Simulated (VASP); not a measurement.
# CaO (Fm-3m) in VASP: further runs, part 2 of 2

VASP 6.6.1. The steps go on from the part before.

**3. Single point, RPBE**

This run uses another cell than the first one, of 14.61 Å³/atom.

INCAR

```
PREC = Accurate
ENCUT = 520
EDIFF = 1E-6
ISMEAR = -1
SIGMA = 0.05
LREAL = False
LASPH = True
NELM = 100
ALGO = Normal
ISIF = 2
LWAVE = False
LCHARG = False
GGA = RP
NBANDS = 15
```

KPOINTS

```
Automatic mesh
0
Gamma
  10 10 10
```

POSCAR

```
CaO
1.0
    0.0000000000      2.4445358740      2.4445358740
    2.4445358740      0.0000000000      2.4445358740
    2.4445358740      2.4445358740      0.0000000000
Ca O
1 1
Direct
    0.0000000000      0.0000000000      0.0000000000
    0.5000000000      0.5000000000      0.5000000000
```

Potentials or basis: VASP PAW PBE potentials, release 64 (Ca_sv, O).

Launch:

```
cat potpaw_PBE.64/Ca_sv/POTCAR potpaw_PBE.64/O/POTCAR > POTCAR
mpirun -np 1 vasp_std > vasp.out
```

OUTCAR:

```text
PREC = Accurate
   ENCUT = 520
   EDIFF = 1E-6
   ISMEAR = -1
   LREAL = False
   LASPH = True
   NELM = 100
   ISIF = 2
   GGA = RP

 ion  position               nearest neighbor table
   1  0.000  0.000  0.000-   2 2.44   2 2.44   2 2.44   2 2.44   2 2.44   2 2.44
   2  0.500  0.500  0.500-   1 2.44   1 2.44   1 2.44   1 2.44   1 2.44   1 2.44

  LATTYP: Found a face centered cubic cell.
 ALAT       =     4.8890717480

  Lattice vectors:

 A1 = (   0.0000000000,   2.4445358740,   2.4445358740)
 A2 = (   2.4445358740,   0.0000000000,   2.4445358740)
 A3 = (   2.4445358740,   2.4445358740,   0.0000000000)

Analysis of symmetry for initial positions (statically):
=====================================================================
 Subroutine PRICEL returns:
 Original cell was already a primitive cell.

 Routine SETGRP: Setting up the symmetry group for a
 face centered cubic supercell.

 Subroutine GETGRP returns: Found 48 space group operations
 (whereof 48 operations were pure point group operations)
 out of a pool of 48 trial point group operations.

The static configuration has the point symmetry O_h .

Analysis of symmetry for dynamics (positions and initial velocities):
=====================================================================
 Subroutine PRICEL returns:
 Original cell was already a primitive cell.

 Routine SETGRP: Setting up the symmetry group for a
 face centered cubic supercell.

 Subroutine GETGRP returns: Found 48 space group operations
 (whereof 48 operations were pure point group operations)
 out of a pool of 48 trial point group operations.

The dynamic configuration has the point symmetry O_h .

 Subroutine INISYM returns: Found 48 space group operations
 (whereof 48 operations are pure point group operations),
 and found     1 'primitive' translations

----------------------------------------------------------------------------------------

                                     Primitive cell

  volume of cell :      29.2159

  direct lattice vectors                    reciprocal lattice vectors
     0.000000000  2.444535874  2.444535874    -0.204537804  0.204537804  0.204537804
     2.444535874  0.000000000  2.444535874     0.204537804 -0.204537804  0.204537804
     2.444535874  2.444535874  0.000000000     0.204537804  0.204537804 -0.204537804

  length of vectors
     3.457095787  3.457095787  3.457095787     0.354269869  0.354269869  0.354269869

  position of ions in fractional coordinates (direct lattice)
     0.000000000  0.000000000  0.000000000
     0.500000000  0.500000000  0.500000000

  ion indices of the primitive-cell ions
   primitive index   ion index
                 1           1
                 2           2

----------------------------------------------------------------------------------------

 KPOINTS: Automatic mesh

Automatic generation of k-mesh.
 Grid dimensions read from file:
 generate k-points for:   10   10   10

 Generating k-lattice:

  Cartesian coordinates                     Fractional coordinates (reciprocal lattice)
    -0.020453780  0.020453780  0.020453780     0.100000000  0.000000000  0.000000000
     0.020453780 -0.020453780  0.020453780     0.000000000  0.100000000  0.000000000
     0.020453780  0.020453780 -0.020453780     0.000000000  0.000000000  0.100000000

  Length of vectors
     0.035426987  0.035426987  0.035426987

  Shift w.r.t. Gamma in fractional coordinates (k-lattice)
     0.000000000  0.000000000  0.000000000

 Subroutine IBZKPT returns following result:
 ===========================================

 Found     47 irreducible k-points:

 Following reciprocal coordinates:
            Coordinates               Weight
  0.000000  0.000000  0.000000      1.000000
  0.100000  0.000000  0.000000      8.000000
  0.200000  0.000000  0.000000      8.000000
  0.300000  0.000000  0.000000      8.000000
  0.400000  0.000000  0.000000      8.000000
  0.500000  0.000000  0.000000      4.000000
[... 16 lines left out ...]
  0.300000  0.300000  0.000000      6.000000
  0.400000  0.300000  0.000000     24.000000
 [... further k-points ...]
   k-points           NKPTS =     47   k-points in BZ     NKDIM =     47   number of bands    NBANDS=     15
   number of dos      NEDOS =    301   number of ions     NIONS =      2
   total plane-waves  NPLWV =  21952
   dimension x,y,z NGX =    28 NGY =   28 NGZ =   28
   dimension x,y,z NGXF=    56 NGYF=   56 NGZF=   56
   ions per type =               1   1
   NGX,Y,Z   is equivalent  to a cutoff of  13.46, 13.46, 13.46 a.u.
   NGXF,Y,Z  is equivalent  to a cutoff of  26.93, 26.93, 26.93 a.u.
 SYSTEM =  unknown system
   PREC   = accura    normal or accurate (medium, high low for compatibility)
   ISTART =      0    job   : 0-new  1-cont  2-samecut
   ICHARG =      2    charge: 1-file 2-atom 10-const
   ISPIN  =      1    spin polarized calculation?
   LNONCOLLINEAR =      F non collinear calculations
   LSORBIT =      F    spin-orbit coupling
   LASPH  =      T    aspherical Exc in radial PAW
   ENCUT  =  520.0 eV  38.22 Ry    6.18 a.u.   6.43  6.43  6.43*2*pi/ulx,y,z
   NELM   =    100;   NELMIN=  2; NELMDL= -5     # of ELM steps
   EDIFF  = 0.1E-05   stopping-criterion for ELM
   LREAL  =      F    real-space projection
   EDIFFG = 0.1E-04   stopping-criterion for IOM
   NSW    =      0    number of steps for IOM
   IBRION =     -1    ionic relax: 0-MD 1-quasi-New 2-CG
   NFREE  =      0    steps in history (QN), initial steepest desc. (CG)
   ISIF   =      2    stress and relaxation
   ISYM   =      2    0-nonsym 1-usesym 2-fastsym
   POTIM  = 0.5000    time-step for ionic-motion
   TEBEG  =    0.0;   TEEND  =   0.0 temperature during run
   PSTRESS=    0.0 pullay stress
   NELECT =      16.0000    total number of electrons
   NUPDOWN=      -1.0000    fix difference up-down
   EMIN   =  10.00;   EMAX   =-10.00  energy-range for DOS
   EFERMI =   0.00;   METHOD = LEGACY
   ISMEAR =    -1;   SIGMA  =   0.05  broadening in eV -4-tet -1-fermi 0-gaus
   EFERMI_NEDOS =   21; number of points for ismear=-14 and -15
   IALGO  =     38    algorithm
   IMIX   =      4    mixing-type and parameters
     AMIX     =   0.40;   BMIX     =  1.00
     AMIX_MAG =   1.60;   BMIX_MAG =  1.00
  volume/ion in A,a.u.               =      14.61        98.58
  Fermi-wavevector in a.u.,A,eV,Ry     =   1.339394  2.531088 24.408536  1.793977
  Thomas-Fermi vector in A             =   2.467789
   LORBIT       =      0    0 simple, 1 ext, 2 COOP (PROOUT), +10 PAW based schemes
   GGA     = RP    functional components
   LHFCALC =     F    Hartree Fock is set to
   AEXX    =    0.0000 exact exchange contribution
   IVDW    =     0    specifies the selected vdW correction
   LEPSILON=     F    determine dielectric tensor
   LRPA    =     F    only Hartree local field effects (RPA)
 non-spin polarized calculation
  energy-cutoff  :      520.00
  volume of cell :       29.22
 maximum number of plane-waves:       801
 NGX is ok and might be reduce to    28
   NGX = 13   NGY = 13   NGZ = 13

 number of electron      16.0000005 magnetization

 Free energy of the ion-electron system (eV)
  ---------------------------------------------------
  ext. energy  EPLUGINS =         0.00000000
  ---------------------------------------------------
  free energy    TOTEN  =       -12.09731265 eV

  energy without entropy =      -12.09731265  energy(sigma->0) =      -12.09731265

 E-fermi :   3.3592     XC(G=0):  -9.9529

 val. band max:        2.2484017295   @ k =   0.0000   0.0000   0.0000
 cond. band min:       5.9984590497   @ k =   0.5000   0.5000   0.0000
 fundamental gap:      3.7500573202
 Fermi energy:         3.3591501900

 k-point     1 :       0.0000    0.0000    0.0000
  band No.  band energies     occupation
      1     -35.7671      2.00000
      2     -16.5082      2.00000
      3     -16.5082      2.00000
      4     -16.5082      2.00000
      5     -13.2789      2.00000
      6       2.2484      2.00000
      7       2.2484      2.00000
      8       2.2484      2.00000
      9       6.7116      0.00000
     10       8.4046      0.00000
     11       8.4046      0.00000
     12       8.4046      0.00000
     13       9.7742      0.00000
     14       9.7742      0.00000
     15      17.1868      0.00000
[... 397 lines left out ...]
 k-point    24 :       0.4000    0.3000    0.0000
  band No.  band energies     occupation
      1     -35.6839      2.00000
      2     -17.0194      2.00000
      3     -16.6706      2.00000
      4     -16.6492      2.00000
      5     -12.8420      2.00000
      6       0.6371      2.00000
      7       1.7154      2.00000
      8       1.8090      2.00000
      9       6.6223      0.00000
     10       9.5872      0.00000
     11      10.7321      0.00000
     12      10.8100      0.00000
     13      10.9422      0.00000
     14      12.6593      0.00000
     15      17.2858      0.00000

 [... further k-points ...]
[... 5 lines left out ...]
  --------------------------------------------------------------------------------------
  -------------------------------------------------------------------------------------
  Total        0.0885488      0.0885488      0.0885488      0.0000000      0.0000000      0.0000000
  in kB        4.8559485      4.8559485      4.8559485      0.0000000      0.0000000      0.0000000
  external PRESSURE =       4.8559485 kB  Pullay stress =       0.0000000 kB

 VOLUME and BASIS-vectors are now :
 -----------------------------------------------------------------------------
  energy-cutoff  :      520.00
  volume of cell :       29.22
      direct lattice vectors                 reciprocal lattice vectors
     0.000000000  2.444535874  2.444535874    -0.204537804  0.204537804  0.204537804
     2.444535874  0.000000000  2.444535874     0.204537804 -0.204537804  0.204537804
     2.444535874  2.444535874  0.000000000     0.204537804  0.204537804 -0.204537804

 POSITION                                       TOTAL-FORCE (eV/Angst)
 -----------------------------------------------------------------------------------
      0.00000      0.00000      0.00000         0.000000      0.000000      0.000000
      2.44454      2.44454      2.44454        -0.000000     -0.000000     -0.000000
 -----------------------------------------------------------------------------------
    total drift:                                0.000000      0.000000      0.000000

  FREE ENERGIE OF THE ION-ELECTRON SYSTEM (eV)
  ---------------------------------------------------
  free  energy   TOTEN  =       -12.0973126495 eV

  energy  without entropy=      -12.0973126495  energy(sigma->0) =      -12.09731265
```

OSZICAR:

```text
N       E                     dE             d eps       ncg     rms          rms(c)
DAV:   1     0.123703361937E+03    0.12370E+03   -0.84178E+03  1410   0.109E+03
DAV:   2    -0.858393862510E+01   -0.13229E+03   -0.12363E+03  1755   0.285E+02
DAV:   3    -0.136494858357E+02   -0.50655E+01   -0.50338E+01  1711   0.578E+01
DAV:   4    -0.137845387454E+02   -0.13505E+00   -0.13500E+00  1964   0.836E+00
DAV:   5    -0.137859830164E+02   -0.14443E-02   -0.14443E-02  1676   0.764E-01    0.862E+00
DAV:   6    -0.121401144368E+02    0.16459E+01   -0.53142E+00  1607   0.219E+01    0.368E+00
DAV:   7    -0.120800552530E+02    0.60059E-01   -0.41342E-01  1557   0.654E+00    0.185E+00
DAV:   8    -0.120977955063E+02   -0.17740E-01   -0.91382E-02  1816   0.323E+00    0.448E-01
DAV:   9    -0.120959835520E+02    0.18120E-02   -0.47270E-03  1445   0.577E-01    0.123E-01
DAV:  10    -0.120973269349E+02   -0.13434E-02   -0.17840E-03  1655   0.336E-01    0.461E-02
DAV:  11    -0.120973095806E+02    0.17354E-04   -0.71589E-05  1697   0.887E-02    0.655E-03
DAV:  12    -0.120973122328E+02   -0.26522E-05   -0.20296E-05  1627   0.347E-02    0.498E-03
DAV:  13    -0.120973126495E+02   -0.41666E-06   -0.12556E-06  1551   0.101E-02
   1 F= -.12097313E+02 E0= -.12097313E+02  d E =-.430028E-11
```

It took 34 s on 1 thread of Intel Xeon 8259CL, shared host; peak memory 0.17 GiB.

What came out:

| Quantity | Value |
| --- | --- |
| Free energy | -12.0973 eV |
| Pressure | 0.5 GPa |
| Band gap on the k mesh | 3.75 eV (least direct gap 4.13 eV) |

Caveat: the PAW data sets were made with another functional, which shifts forces and pressure a little. A k mesh can miss the band edges.

**4. Single point, r2SCAN**

This run uses another cell than the first one, of 13.89 Å³/atom.

POSCAR

```
CaO
1.0
    0.0000000000      2.4035556960      2.4035556960
    2.4035556960      0.0000000000      2.4035556960
    2.4035556960      2.4035556960      0.0000000000
Ca O
1 1
Direct
    0.0000000000      0.0000000000      0.0000000000
    0.5000000000      0.5000000000      0.5000000000
```

INCAR.step1

```
  PREC = Accurate
  ENCUT = 520
  ISMEAR = -1
  SIGMA = 0.05
  LREAL = F
  LASPH = T
  NELM = 100
  NBANDS = 15
  GGA = PE
  ALGO = Normal
  EDIFF = 1E-4
  LWAVE = T
  LCHARG = F
```

INCAR.step2

```
  PREC = Accurate
  ENCUT = 520
  EDIFF = 1E-6
  ISMEAR = -1
  SIGMA = 0.05
  LREAL = F
  LASPH = T
  NELM = 100
  ALGO = Normal
  ISIF = 2
  LWAVE = F
  LCHARG = F
  METAGGA = R2SCAN
  LMIXTAU = T
  NBANDS = 15
  ISTART = 1
```

KPOINTS is that of step 3.

Potentials or basis: VASP PAW PBE potentials, release 64 (Ca_sv, O).

Launch:

```
cat potpaw_PBE.64/Ca_sv/POTCAR potpaw_PBE.64/O/POTCAR > POTCAR
cp INCAR.step1 INCAR
mpirun -np 1 vasp_std > vasp.out
cp INCAR.step2 INCAR
mpirun -np 1 vasp_std > vasp.out
```

OUTCAR:

```text
PREC = Accurate
   ENCUT = 520
   EDIFF = 1E-6
   ISMEAR = -1
   LREAL = F
   LASPH = T
   NELM = 100
   ISIF = 2
   METAGGA = R2SCAN
   ISTART = 1

 ion  position               nearest neighbor table
   1  0.000  0.000  0.000-   2 2.40   2 2.40   2 2.40   2 2.40   2 2.40   2 2.40
   2  0.500  0.500  0.500-   1 2.40   1 2.40   1 2.40   1 2.40   1 2.40   1 2.40

  LATTYP: Found a face centered cubic cell.
 ALAT       =     4.8071113920

  Lattice vectors:

 A1 = (   0.0000000000,   2.4035556960,   2.4035556960)
 A2 = (   2.4035556960,   0.0000000000,   2.4035556960)
[... 610 lines left out ...]
     12      11.5719      0.00000
     13      11.7135      0.00000
     14      13.6502      0.00000
     15      18.6796      0.00000

 [... further k-points ...]
[... 5 lines left out ...]
  --------------------------------------------------------------------------------------
  -------------------------------------------------------------------------------------
  Total        0.0236847      0.0236847      0.0236847     -0.0000000      0.0000000     -0.0000000
  in kB        1.3664270      1.3664270      1.3664270     -0.0000000      0.0000000     -0.0000000
  external PRESSURE =       1.3664270 kB  Pullay stress =       0.0000000 kB

 VOLUME and BASIS-vectors are now :
 -----------------------------------------------------------------------------
  energy-cutoff  :      520.00
  volume of cell :       27.77
      direct lattice vectors                 reciprocal lattice vectors
     0.000000000  2.403555696  2.403555696    -0.208025136  0.208025136  0.208025136
     2.403555696  0.000000000  2.403555696     0.208025136 -0.208025136  0.208025136
     2.403555696  2.403555696  0.000000000     0.208025136  0.208025136 -0.208025136

 POSITION                                       TOTAL-FORCE (eV/Angst)
 -----------------------------------------------------------------------------------
      0.00000      0.00000      0.00000        -0.000000      0.000000     -0.000000
      2.40356      2.40356      2.40356         0.000000     -0.000000      0.000000
 -----------------------------------------------------------------------------------
    total drift:                                0.000000      0.000000      0.000000

  FREE ENERGIE OF THE ION-ELECTRON SYSTEM (eV)
  ---------------------------------------------------
  free  energy   TOTEN  =       -19.4541117773 eV

  energy  without entropy=      -19.4541117773  energy(sigma->0) =      -19.45411178
```

OUTCAR.step1:

```text
PREC = Accurate
   ENCUT = 520
   ISMEAR = -1
   LREAL = F
   LASPH = T
   NELM = 100
[... 651 lines left out ...]
 -----------------------------------------------------------------------------------
      0.00000      0.00000      0.00000        -0.000000      0.000000      0.000000
      2.40356      2.40356      2.40356         0.000000     -0.000000     -0.000000
 -----------------------------------------------------------------------------------
    total drift:                                0.000000      0.000000      0.000000

  FREE ENERGIE OF THE ION-ELECTRON SYSTEM (eV)
  ---------------------------------------------------
  free  energy   TOTEN  =       -12.8013765711 eV

  energy  without entropy=      -12.8013765711  energy(sigma->0) =      -12.80137657
```

It took 2.4 min on 1 thread of Intel Xeon 8259CL, shared host; peak memory 0.18 GiB.

What came out:

* Free energy: -19.4541 eV
* Pressure: 0.1 GPa
* Band gap on the k mesh: 4.19 eV (least direct gap 4.56 eV)

Levels at points of the mesh, in eV from the valence-band top:
| k point | band 6 | band 7 | band 8 | band 9 | band 10 | band 11 |
| --- | --- | --- | --- | --- | --- | --- |
| (0.00, 0.00, 0.00) | 0.00 | 0.00 | 0.00 | 5.42 | 6.85 | 6.85 |
| (0.50, 0.00, 0.00) | -2.60 | -1.20 | -1.20 | 7.70 | 9.04 | 9.04 |
| (0.50, 0.50, 0.00) | -1.29 | -0.37 | -0.37 | 4.19 | 8.76 | 9.63 |

Caveat: the PAW data sets were made with another functional, which shifts forces and pressure a little. A k mesh can miss the band edges.

**5. Relaxation of cell and atoms, LDA**

This run uses another cell than the first one, of 13.89 Å³/atom.

INCAR

```
  PREC = Accurate
  ENCUT = 600
  EDIFF = 1E-6
  ISMEAR = -1
  SIGMA = 0.05
  LREAL = False
  LASPH = True
  NELM = 100
  ALGO = Normal
  ISIF = 3
  LWAVE = False
  LCHARG = False
  GGA = CA
  IBRION = 2
  NSW = 60
  EDIFFG = -0.01
```

KPOINTS

```
regular mesh
0
Gamma
  10 10 10
```

POSCAR is that of step 4.

Potentials or basis: VASP PAW LDA potentials, release 64 (Ca_sv, O).

Launch:

```
cat potpaw_LDA.64/Ca_sv/POTCAR potpaw_LDA.64/O/POTCAR > POTCAR
mpirun -np 1 vasp_std > vasp.out
```

Wall time 69 s (1 thread of Intel Xeon 8259CL, shared host); peak memory 0.16 GiB.

Results (log left out):

- Free energy: -14.2265 eV
- Relaxed volume: 13.12 Å³/atom
- Relaxed cell: a = 3.336 Å, b = 3.336 Å, c = 3.336 Å, α = 60.00°, β = 60.00°, γ = 60.00°
- Space group after relaxing (to 0.1 Å): Fm-3m (No. 225)
- Energy gained by relaxing: 16.0 meV/atom
- Ionic steps: 3
- Pressure after relaxing: 0.0 GPa
- Band gap on the k mesh: 3.43 eV (least direct gap 3.79 eV)

The path:
| step | energy change (eV) | largest force (eV/Å) | pressure (GPa) | volume (Å³) |
| --- | --- | --- | --- | --- |
| 1 | 0.0000 | 0.0000 | -6.41 | 27.77 |
| 2 | -0.0253 | 0.0000 | 3.42 | 25.60 |
| 3 | -0.0320 | 0.0000 | 0.00 | 26.25 |

Final structure:
```
Ca O
1.0
     0.00000    2.35879    2.35879
     2.35879    0.00000    2.35879
     2.35879    2.35879    0.00000
Ca O
1 1
Direct
  0.00000 0.00000 0.00000
  0.50000 0.50000 0.50000
```

Levels at points of the mesh, in eV from the valence-band top:
```tsv
k point	band 4	band 5	band 6	band 7	band 8	band 9	band 10	band 11	band 12
(0.00, 0.00, 0.00)	-17.84	-15.32	0.00	0.00	0.00	5.03	6.24	6.24	6.24
(0.50, 0.00, 0.00)	-17.91	-13.81	-2.85	-1.35	-1.35	7.22	8.61	8.61	8.74
(0.50, 0.50, 0.00)	-18.14	-15.07	-1.27	-0.36	-0.36	3.43	8.44	9.20	9.92
```

A k mesh can miss the band edges.

**6. The runs side by side**

```csv
task,level,potentials or basis,cell,cutoff (eV),gap on the mesh (eV),pressure (GPa)
single point,BLYP,"VASP PAW PBE potentials, release 64 (Ca_sv, O)","a = 3.444 Å, angles 60.0°, 2 atoms",520,3.73,0.6
single point,RPBE,"VASP PAW PBE potentials, release 64 (Ca_sv, O)","a = 3.457 Å, angles 60.0°, 2 atoms",520,3.75,0.5
single point,r2SCAN,"VASP PAW PBE potentials, release 64 (Ca_sv, O)","a = 3.399 Å, angles 60.0°, 2 atoms",520,4.19,0.1
relaxation of cell and atoms,LDA,"VASP PAW LDA potentials, release 64 (Ca_sv, O)","relaxed from a = 3.399 Å, angles 60.0°, 2 atoms",600,3.43,0.0
```

Alike in all rows: no spin polarisation; k mesh 10 × 10 × 10; smearing fermi-dirac 0.05 eV.

Caveats: the PAW data sets were made with another functional, which shifts forces and pressure a little (at least some runs).

Absolute energies hang on the potentials; compare differences alone.
